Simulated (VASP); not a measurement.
# BaS (I-4m2) in VASP: notebook, part 2 of 2

VASP 6.6.1.

**4. Single point, HSE06 (biaxial xy strain +1.2%)**

POSCAR reads:

```
BaS
1.0
    0.0000000000      3.5623485945      3.5194117709
    3.5623485945      0.0000000000      3.5194117709
    3.5623485945      3.5623485945      0.0000000000
Ba S
1 1
Direct
    0.0000000000      0.0000000000      0.0000000000
    0.2500000000      0.2500000000      0.2500000000
```

INCAR.step1 reads:

```
PREC = Accurate ; ENCUT = 400
EDIFF = 1E-5 ; ISMEAR = 0
SIGMA = 0.01 ; LREAL = False
LASPH = True ; NELM = 120
ALGO = Normal ; ISIF = 2
LWAVE = True ; LCHARG = False
NBANDS = 15 ; GGA = PE
GGA_COMPAT = False
```

INCAR.step2 reads:

```
PREC = Accurate ; ENCUT = 400
EDIFF = 1E-6 ; ISMEAR = 0
SIGMA = 0.01 ; LREAL = False
LASPH = True ; NELM = 120
ALGO = Normal ; ISIF = 2
LWAVE = False ; LCHARG = False
GGA = PE ; LHFCALC = True
HFSCREEN = 0.2079 ; PRECFOCK = Normal
NBANDS = 15 ; ISTART = 1
GGA_COMPAT = False
```

KPOINTS reads:

```
regular mesh
0
Gamma
  4 4 4
```

Potentials or basis: VASP PAW PBE potentials, release 64 (Ba_sv, S).

Command:

```bash
$ cat potpaw_PBE.64/Ba_sv/POTCAR potpaw_PBE.64/S/POTCAR > POTCAR
$ cp INCAR.step1 INCAR
$ mpirun -np 1 vasp_std > vasp.out
$ cp INCAR.step2 INCAR
$ mpirun -np 1 vasp_std > vasp.out
```

OUTCAR:

```text
PREC = Accurate
   ENCUT = 400
   EDIFF = 1E-6
   ISMEAR = 0
   LREAL = False
   LASPH = True
   NELM = 120
   ISIF = 2
   GGA = PE
   LHFCALC = True
   HFSCREEN = 0.2079
   PRECFOCK = Normal
   ISTART = 1

 ion  position               nearest neighbor table
   1  0.000  0.000  0.000-   2 3.07   2 3.07   2 3.07   2 3.07
   2  0.250  0.250  0.250-   1 3.07   1 3.07   1 3.07   1 3.07

  LATTYP: Found a body centered tetragonal cell.
 ALAT       =     5.0379216962
 C/A-ratio  =     1.3971681114

  Lattice vectors:

 A1 = (   0.0000000000,  -3.5623485945,  -3.5194117709)
 A2 = (   0.0000000000,   3.5623485945,  -3.5194117709)
 A3 = (   3.5623485945,   0.0000000000,   3.5194117709)

Analysis of symmetry for initial positions (statically):
=====================================================================
 Subroutine PRICEL returns:
 Original cell was already a primitive cell.

 Routine SETGRP: Setting up the symmetry group for a
 body centered tetragonal supercell.

 Subroutine GETGRP returns: Found  8 space group operations
 (whereof  8 operations were pure point group operations)
 out of a pool of 16 trial point group operations.

The static configuration has the point symmetry D_2d.

Analysis of symmetry for dynamics (positions and initial velocities):
=====================================================================
 Subroutine PRICEL returns:
 Original cell was already a primitive cell.

 Routine SETGRP: Setting up the symmetry group for a
 body centered tetragonal supercell.

 Subroutine GETGRP returns: Found  8 space group operations
 (whereof  8 operations were pure point group operations)
 out of a pool of 16 trial point group operations.

The dynamic configuration has the point symmetry D_2d.

 Subroutine INISYM returns: Found  8 space group operations
 (whereof  8 operations are pure point group operations),
 and found     1 'primitive' translations

[... 116 lines left out ...]
   HFSCREENC=   0.2079 screening length for correlation (either q_TF or 0.3 A-1)
   ENCUTFOCK=  -1.0 apply spherical cutoff to Coloumb kernel
   IVDW    =     0    specifies the selected vdW correction
   LEPSILON=     F    determine dielectric tensor
   LRPA    =     F    only Hartree local field effects (RPA)
 non-spin polarized calculation
 Gauss-broadening in eV      SIGMA  =   0.01
  energy-cutoff  :      400.00
  volume of cell :       89.32
 maximum number of plane-waves:      1644
 NGX is ok and might be reduce to    36
  NGX = 28; NGY = 28; NGZ = 28

 number of electron      16.0000000 magnetization

 Free energy of the ion-electron system (eV)
  ---------------------------------------------------
  ext. energy  EPLUGINS =         0.00000000
  ---------------------------------------------------
  free energy    TOTEN  =       -11.04258918 eV

  energy without entropy =      -11.04258918  energy(sigma->0) =      -11.04258918

 E-fermi :  -0.7899     XC(G=0):  -5.9735

 val. band max:       -0.9210230334   @ k =  -0.2500   0.2500   0.5000
 cond. band min:       2.6708245245   @ k =   0.0000   0.0000   0.0000
 fundamental gap:      3.5918475579
 Fermi energy:        -0.7898637220

 k-point     1 :       0.0000    0.0000    0.0000
  band No.  band energies     occupation
      1     -28.8214      2.00000
      2     -12.9423      2.00000
      3     -12.9404      2.00000
      4     -12.9404      2.00000
      5     -11.8307      2.00000
      6      -1.5979      2.00000
      7      -1.5979      2.00000
      8      -1.5911      2.00000
      9       2.6708      0.00000
     10       5.1719      0.00000
     11       5.2597      0.00000
     12       7.0704      0.00000
     13       7.0704      0.00000
     14       7.1689      0.00000
[... 203 lines left out ...]
      2     -13.7474      2.00000
      3     -13.0852      2.00000
      4     -13.0511      2.00000
      5     -10.8477      2.00000
      6      -1.5326      2.00000
      7      -1.4520      2.00000
      8      -0.9210      2.00000
      9       3.3948      0.00000
     10       4.3499      0.00000
     11       6.0548      0.00000
     12       6.5109      0.00000
     13       7.6410      0.00000
     14       8.5524      0.00000
     15       8.6819      0.00000

------------------------ aborting loop because EDIFF is reached ----------------------------------------

  FORCE on cell =-STRESS in cart. coord.  units (eV):
  Direction    XX          YY          ZZ          XY          YZ          ZX
  --------------------------------------------------------------------------------------
  -------------------------------------------------------------------------------------
  Total       -0.3053403     -0.3053403     -0.2747102      0.0000000      0.0000000      0.0000000
  in kB       -5.4767353     -5.4767353     -4.9273383      0.0000000      0.0000000      0.0000000
  external PRESSURE =      -5.2936030 kB  Pullay stress =       0.0000000 kB

 VOLUME and BASIS-vectors are now :
 -----------------------------------------------------------------------------
  energy-cutoff  :      400.00
  volume of cell :       89.32
      direct lattice vectors                 reciprocal lattice vectors
     0.000000000  3.562348594  3.519411771    -0.140356842  0.140356842  0.142069196
     3.562348594  0.000000000  3.519411771     0.140356842 -0.140356842  0.142069196
     3.562348594  3.562348594  0.000000000     0.140356842  0.140356842 -0.142069196

 POSITION                                       TOTAL-FORCE (eV/Angst)
 -----------------------------------------------------------------------------------
      0.00000      0.00000      0.00000         0.000000      0.000000      0.000000
      1.78117      1.78117      1.75971        -0.000000     -0.000000     -0.000000
 -----------------------------------------------------------------------------------
    total drift:                                0.000000      0.000000     -0.000006

  FREE ENERGIE OF THE ION-ELECTRON SYSTEM (eV)
  ---------------------------------------------------
  free  energy   TOTEN  =       -11.0425891770 eV

  energy  without entropy=      -11.0425891770  energy(sigma->0) =      -11.04258918
```

OUTCAR.step1:

```text
PREC = Accurate
   ENCUT = 400
   EDIFF = 1E-5
   ISMEAR = 0
   LREAL = False
[... 444 lines left out ...]
      0.00000      0.00000      0.00000        -0.000000     -0.000000     -0.000000
      1.78117      1.78117      1.75971         0.000000      0.000000      0.000000
 -----------------------------------------------------------------------------------
    total drift:                                0.000000      0.000000     -0.000000

  FREE ENERGIE OF THE ION-ELECTRON SYSTEM (eV)
  ---------------------------------------------------
  free  energy   TOTEN  =        -9.7339654517 eV

  energy  without entropy=       -9.7339654517  energy(sigma->0) =       -9.73396545
```

OSZICAR.step1:

```text
N       E                     dE             d eps       ncg     rms          rms(c)
DAV:   1     0.838515957279E+02    0.83852E+02   -0.54129E+03   390   0.714E+02
DAV:   2    -0.461874545120E+01   -0.88470E+02   -0.80878E+02   525   0.152E+02
DAV:   3    -0.105873976408E+02   -0.59687E+01   -0.59330E+01   565   0.430E+01
DAV:   4    -0.107295665067E+02   -0.14217E+00   -0.14214E+00   500   0.708E+00
DAV:   5    -0.107335342975E+02   -0.39678E-02   -0.39677E-02   582   0.905E-01    0.497E+00
DAV:   6    -0.974483944765E+01    0.98869E+00   -0.13710E+00   446   0.625E+00    0.336E+00
DAV:   7    -0.970728451237E+01    0.37555E-01   -0.39644E-01   460   0.294E+00    0.249E+00
DAV:   8    -0.971798254504E+01   -0.10698E-01   -0.37968E-02   460   0.116E+00    0.781E-01
DAV:   9    -0.972908775862E+01   -0.11105E-01   -0.16923E-02   418   0.831E-01    0.391E-01
DAV:  10    -0.973229450893E+01   -0.32068E-02   -0.12353E-03   460   0.192E-01    0.143E-01
DAV:  11    -0.973390071731E+01   -0.16062E-02   -0.21729E-03   411   0.217E-01    0.337E-02
DAV:  12    -0.973393970577E+01   -0.38988E-04   -0.11401E-04   547   0.478E-02    0.368E-02
DAV:  13    -0.973396552451E+01   -0.25819E-04   -0.45969E-05   410   0.380E-02    0.945E-03
DAV:  14    -0.973396545175E+01    0.72762E-07   -0.49028E-07   447   0.491E-03
   1 F= -.97339655E+01 E0= -.97339655E+01  d E =-.158437E-11
```

Wall time 8.6 min (1 thread of Intel Xeon Platinum 8488C (Sapphire Rapids), shared host); peak memory 0.32 GiB.

Results:

| Quantity | Value |
| --- | --- |
| Free energy | -11.0426 eV |
| Pressure | -0.5 GPa |
| Band gap on the k mesh | 3.59 eV (least direct gap 4.26 eV) |

Caveat: the cell differs from its parent crystal (biaxial xy strain +1.2%); the structure was generated, so it needn't be the stable form of BaS; the PAW data sets were made with another functional, which shifts forces and pressure a little; spin-orbit coupling is left out, which moves the levels of the heavy elements.

**5. The runs side by side**

```tsv
level	k mesh	cutoff (eV)	smearing	grid for exact exchange (PRECFOCK)	share of exact exchange	screening parameter	gap on the mesh (eV)	pressure (GPa)
PBE	6 × 6 × 6	500	fermi-dirac 0.02 eV	-	-	-	2.72	-0.3
r2SCAN	6 × 6 × 6	550	gaussian 0.01 eV	-	-	-	3.04	-0.3
HSE06	4 × 4 × 4	400	gaussian 0.01 eV	Normal	0.25	0.2079 1/Å	3.59	-0.5
```

Alike in all rows: task single point; potentials or basis VASP PAW PBE potentials, release 64 (Ba_sv, S); no spin polarisation; cell as given.

Caveats: the structure was generated, so it needn't be the stable form of BaS; spin-orbit coupling is left out, which moves the levels of the heavy elements; the PAW data sets were made with another functional, which shifts forces and pressure a little (at least some runs).

Total energies depend on the potentials used, so only differences within one code and one set of settings carry meaning.
